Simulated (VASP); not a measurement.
Input of a VASP 6.6.1 run:

Contents of INCAR:

```
SYSTEM = Zr
ALGO = Normal ; EDIFF = 1E-7
ENCUT = 520 ; GGA = PE
ISIF = 2 ; ISMEAR = -1
LASPH = .True. ; LCHARG = .False.
LREAL = .False. ; LWAVE = .False.
NBANDS = 12 ; NELM = 100
PREC = Accurate ; SIGMA = 0.1
```

The input KPOINTS:

```
k-points
0
Gamma
  16 16 14
  0 0 0
```

POSCAR

```
Zr
1.0
    3.0200136623      0.0000000000      0.0000000000
   -1.5100068312      2.6154085514      0.0000000000
    0.0000000000      0.0000000000      3.0219146633
Zr
1
Direct
    0.0000000000      0.0000000000      0.0000000000
```

Potentials or basis: VASP PAW PBE potentials, release 64 (Zr_sv).

Launch:

```console
$ cat potpaw_PBE.64/Zr_sv/POTCAR > POTCAR
$ mpirun -np 1 vasp_std > vasp.out
```

(1) Predict the pressure.

(2) Estimate the band gap on the k mesh.

Results:

(1) 0.0 GPa.

(2) zero (bands 6 and 7 overlap by 0.59 eV).
